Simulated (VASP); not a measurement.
# AlN (Pm) in VASP: further runs, part 2 of 2

VASP 6.6.1. The steps go on from the part before.

**3. Single point, PBE (atom 1 (Al) moved by -0.504 Å along [1 0 0] and +0.252 Å along [1 2 0])**

Input file INCAR:

```
  ALGO = Normal
  EDIFF = 1E-6
  ENCUT = 520
  GGA = PE
  ISIF = 2
  ISMEAR = 0
  LASPH = True
  LCHARG = False
  LREAL = False
  LWAVE = False
  NBANDS = 26
  NELM = 100
  PREC = Accurate
  SIGMA = 0.05
```

Input file KPOINTS:

```
k-points
0
Gamma
  8 6 4
```

Input file POSCAR:

```
AlN
1.0
   -1.6567491617      2.8695737234      0.0000000000
    0.0000000000      0.0000000000      4.1874629526
    4.9702474850      2.8695737234      0.0000000000
Al N
4 4
Direct
    0.6419159921      0.7500000000      0.1125685961
    0.0000000000      0.7500000000      0.6666666667
    0.0000000000      0.2500000000      0.3333333333
    0.5000000000      0.2500000000      0.8333333333
    0.5000000000      0.2500000000      0.1666666667
    0.0000000000      0.2500000000      0.6666666667
    0.0000000000      0.7500000000      0.3333333333
    0.5000000000      0.7500000000      0.8333333333
```

Potentials or basis: VASP PAW PBE potentials, release 64 (Al, N).

Launch:

```console
cat potpaw_PBE.64/Al/POTCAR potpaw_PBE.64/N/POTCAR > POTCAR
mpirun -np 1 vasp_std > vasp.out
```

OUTCAR:

```text
EDIFF = 1E-6
   ENCUT = 520
   GGA = PE
   ISIF = 2
   ISMEAR = 0
   LASPH = True
   LREAL = False
   NELM = 100
   PREC = Accurate

 ion  position               nearest neighbor table
   1  0.642  0.750  0.113-   8 1.67   7 1.74   5 2.17   5 2.17   7 2.48   4 2.68   4 2.68   3 2.72
                             3 2.72   2 2.82   3 3.24   3 3.24   2 3.33
   2  0.000  0.750  0.667-   8 1.91   8 1.91   7 1.91   6 2.09   6 2.09   1 2.82   4 2.84   4 2.84
                             4 2.84   4 2.84   3 2.84   3 2.84   1 3.33
[... 920 lines left out ...]
  Total        3.2848930      7.0537439      0.3775327      5.2119985      0.0000000      0.0000000
  in kB       66.0916649    141.9205074      7.5959140    104.8648042      0.0000000      0.0000000
  external PRESSURE =      71.8693621 kB  Pullay stress =       0.0000000 kB

 VOLUME and BASIS-vectors are now :
 -----------------------------------------------------------------------------
  energy-cutoff  :      520.00
  volume of cell :       79.63
      direct lattice vectors                 reciprocal lattice vectors
    -1.656749162  2.869573723  0.000000000    -0.150897919  0.261362862  0.000000000
     0.000000000  0.000000000  4.187462953     0.000000000  0.000000000  0.238808083
     4.970247485  2.869573723  0.000000000     0.150897919  0.087120954  0.000000000

 POSITION                                       TOTAL-FORCE (eV/Angst)
 -----------------------------------------------------------------------------------
     -0.50400      2.16505      3.14060         6.539092      0.324351      0.000000
      3.31350      1.91305      3.14060        -1.919639     -0.818284      0.000000
      1.65675      0.95652      1.04687        -0.381257      0.453886      0.000000
      3.31350      3.82610      1.04687         0.128566     -0.427922      0.000000
      0.00000      1.91305      1.04687        -1.749879      0.237815      0.000000
      3.31350      1.91305      1.04687         0.522903      0.372448      0.000000
      1.65675      0.95652      3.14060         0.203044      2.347047      0.000000
      3.31350      3.82610      3.14060        -3.342830     -2.489341      0.000000
 -----------------------------------------------------------------------------------
    total drift:                                0.000079     -0.000041      0.000000

  FREE ENERGIE OF THE ION-ELECTRON SYSTEM (eV)
  ---------------------------------------------------
  free  energy   TOTEN  =       -56.6731131832 eV

  energy  without entropy=      -56.6731131832  energy(sigma->0) =      -56.67311318
```

OSZICAR:

```text
N       E                     dE             d eps       ncg     rms          rms(c)
DAV:   1     0.111433703387E+03    0.11143E+03   -0.14882E+04  3744   0.111E+03
DAV:   2    -0.566791026021E+02   -0.16811E+03   -0.15685E+03  5084   0.230E+02
DAV:   3    -0.661442547932E+02   -0.94652E+01   -0.94061E+01  5006   0.559E+01
DAV:   4    -0.662329192510E+02   -0.88664E-01   -0.88613E-01  4496   0.610E+00
DAV:   5    -0.662342876768E+02   -0.13684E-02   -0.13681E-02  4914   0.758E-01    0.171E+01
DAV:   6    -0.567484476844E+02    0.94858E+01   -0.29045E+01  4772   0.287E+01    0.589E+00
DAV:   7    -0.567260948719E+02    0.22353E-01   -0.16435E+00  4596   0.671E+00    0.408E+00
DAV:   8    -0.566798747910E+02    0.46220E-01   -0.16685E-01  4704   0.274E+00    0.609E-01
DAV:   9    -0.566721850026E+02    0.76898E-02   -0.36168E-02  5000   0.109E+00    0.336E-01
DAV:  10    -0.566727211293E+02   -0.53613E-03   -0.26569E-03  4460   0.334E-01    0.170E-01
DAV:  11    -0.566730978388E+02   -0.37671E-03   -0.53074E-04  4224   0.155E-01    0.304E-02
DAV:  12    -0.566731103433E+02   -0.12505E-04   -0.45517E-05  4920   0.528E-02    0.160E-02
DAV:  13    -0.566731122674E+02   -0.19241E-05   -0.15413E-05  4214   0.248E-02    0.729E-03
DAV:  14    -0.566731131832E+02   -0.91578E-06   -0.30681E-06  4202   0.127E-02
   1 F= -.56673113E+02 E0= -.56673113E+02  d E =-.115122E-11
```

stdout:

```text
POSCAR found type information on POSCAR AlN
 POSCAR found :  2 types and       8 ions
 scaLAPACK will be used
 LDA part: xc-table for (Slater+PW92), standard interpolation
 POSCAR, INCAR and KPOINTS ok, starting setup
 FFT: planning ... GRIDC
 FFT: planning ... GRID_SOFT
 FFT: planning ... GRID
 WAVECAR not read
 entering main loop
```

It took 73 s on 1 thread of Intel Xeon 6975P-C (Granite Rapids), shared host; peak memory 0.26 GiB.

Results:

| Property | Result |
| --- | --- |
| Free energy | -56.6731 eV |
| Pressure | 7.2 GPa |
| Largest force | 6.547 eV/Å |
| Band gap on the k mesh | 2.32 eV |

Forces in eV/Å, atoms in the order of the input:
```
Al   6.539  0.324  0.000
Al  -1.920 -0.818  0.000
Al  -0.381  0.454  0.000
Al   0.129 -0.428  0.000
N   -1.750  0.238  0.000
N    0.523  0.372  0.000
N    0.203  2.347  0.000
N   -3.343 -2.489  0.000
```

Stress tensor (GPa, compression positive):
```
 6.61 10.49  0.00
10.49 14.19  0.00
 0.00  0.00  0.76
```

Caveat: the cell differs from its parent crystal (atom 1 (Al) moved by -0.504 Å along [1 0 0] and +0.252 Å along [1 2 0]); the stress differs along the axes, from 1 to 14 GPa; forces of over 1 eV/Å act on the atoms, so gaps and moduli don't describe the material at rest. A k mesh can miss the band edges.

**4. Single point, PBE (atom 1 (Al) moved by +0.504 Å along [1 0 0] and +0.504 Å along [1 2 0])**

Input file INCAR:

```
SYSTEM = AlN
PREC     = Accurate       ! precision mode
ENCUT    = 520            ! plane-wave cutoff, eV
EDIFF    = 1E-7           ! SCF threshold, eV
ISMEAR   = 0              ! smearing method
SIGMA    = 0.05           ! smearing width, eV
LREAL    = .False.        ! projectors in reciprocal space
LASPH    = .True.         ! aspherical terms in the spheres
NELM     = 60             ! most SCF steps
ALGO     = Normal         ! electronic algorithm
ISIF     = 2              ! what is computed and relaxed
LWAVE    = .False.        ! write WAVECAR
LCHARG   = .False.        ! write CHGCAR
GGA      = PE             ! functional
NBANDS   = 26             ! bands
```

Input file KPOINTS:

```
regular mesh
0
Gamma
  8 6 4
  0 0 0
```

Edit POSCAR of step 3 so:

```diff
@@ -8,3 +8,3 @@
 Direct
-    0.6419159921      0.7500000000      0.1125685961
+    0.5556743313      0.7500000000      0.2866281784
     0.0000000000      0.7500000000      0.6666666667
```

Launch:

```console
cat potpaw_PBE.64/Al/POTCAR potpaw_PBE.64/N/POTCAR > POTCAR
mpirun -np 1 vasp_std > vasp.out
```

Wall time 1.7 min (1 thread of Intel Xeon 6975P-C (Granite Rapids), shared host); peak memory 0.25 GiB.

The run converged. Its results:

```
Free energy            : -54.5607 eV
Pressure               : 14.7 GPa
Largest force          : 15.287 eV/Å
Band gap on the k mesh : 2.05 eV
```

Forces on the atoms (eV/Å):
```
Al    0.898 -15.260   0.000
Al    2.472   1.757   0.000
Al   -0.881   0.292   0.000
Al    0.596   0.330   0.000
N     1.986   1.499   0.000
N    -0.877  -0.501   0.000
N    -3.062  12.437   0.000
N    -1.132  -0.555   0.000
```

Stress tensor (GPa, compression positive):
```
  3.58 -15.93   0.00
-15.93  39.05   0.00
  0.00   0.00   1.34
```

Levels at points of the mesh, in eV from the valence-band top:
```tsv
k point	band 12	band 13	band 14	band 15	band 16	band 17	band 18	band 19	band 20	band 21
(0.00, 0.00, 0.00)	-2.57	-2.38	-1.15	-0.88	0.00	2.05	3.91	4.48	6.28	7.02
(0.50, 0.00, 0.00)	-3.80	-3.16	-2.25	-2.24	-1.50	3.72	4.30	6.33	6.66	6.79
(0.00, 0.50, 0.00)	-2.51	-2.39	-1.83	-1.74	-1.19	3.86	4.67	5.51	6.17	7.63
(0.50, 0.50, 0.00)	-3.83	-2.00	-0.93	-0.88	-0.52	4.06	4.43	6.62	7.02	8.39
(0.00, 0.00, 0.50)	-2.51	-2.24	-1.44	-0.83	-0.62	3.69	5.19	5.81	6.10	6.96
(0.50, 0.00, 0.50)	-3.83	-3.27	-2.64	-1.70	-0.87	2.34	4.37	5.14	6.08	6.99
(0.00, 0.50, 0.50)	-2.65	-2.26	-1.90	-1.46	-1.03	3.71	4.62	5.67	6.67	8.21
(0.50, 0.50, 0.50)	-2.75	-2.73	-1.47	-1.28	-1.23	2.95	3.72	5.36	6.00	8.61
```

Caveat: the cell differs from its parent crystal (atom 1 (Al) moved by +0.504 Å along [1 0 0] and +0.504 Å along [1 2 0]); the stress differs along the axes, from 1 to 39 GPa; forces of over 1 eV/Å act on the atoms, so gaps and moduli don't describe the material at rest. A k mesh can miss the band edges.

**5. Summary**

| cell | gap on the mesh (eV) | pressure (GPa) | largest force (eV/Å) |
| --- | --- | --- | --- |
| as given, atomic positions A | 3.16 | 3.2 | 7.02 |
| as given, atomic positions B | 2.32 | 7.2 | 6.55 |
| as given, atomic positions C | 2.05 | 14.7 | 15.29 |

Alike in all rows: task single point; level PBE; potentials or basis VASP PAW PBE potentials, release 64 (Al, N); no spin polarisation; k mesh 8 × 6 × 4; cutoff (eV) 520; smearing gaussian 0.05 eV.

Caveats: forces of over 1 eV/Å act on the atoms, so gaps and moduli don't describe the material at rest; the stress differs along the axes, from -4 to 13 GPa (at least some runs); the stress differs along the axes, from 1 to 14 GPa (at least some runs); the stress differs along the axes, from 1 to 39 GPa (at least some runs).

Total energies depend on the potentials used, so only differences within one code and one set of settings carry meaning.
